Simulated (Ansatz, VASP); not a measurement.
**One calculation of LuSe, two programs**

```
Lu Se
1.0
     0.00000    2.78800    2.78800
     2.78800    0.00000    2.78800
     2.78800    2.78800    0.00000
Lu Se
1 1
Direct
  0.00000 0.00000 0.00000
  0.50000 0.50000 0.50000
```

Alike in both runs: task electric field gradients; functional PBEsol; k mesh 9 × 9 × 9; occupations fermi-dirac, width 0.02 eV; no spin polarisation.

```csv
,VASP,Ansatz
version,VASP 6.6.1,Ansatz 0.2.0
potentials or method,"VASP PAW PBE potentials, release 64 (Lu, Se), cutoff 520 eV","all-electron PAW with datasets made for the crystal, scalar-relativistic"
```

|  | VASP | Ansatz | Ansatz less VASP |
| --- | --- | --- | --- |
| pressure (GPa) | -0.8 | -1.2 | -0.40 |

VASP's potentials were made for PBE, not for PBEsol. Ansatz ran all-electron here, and VASP with PAW potentials.

Spin-orbit coupling is off throughout.
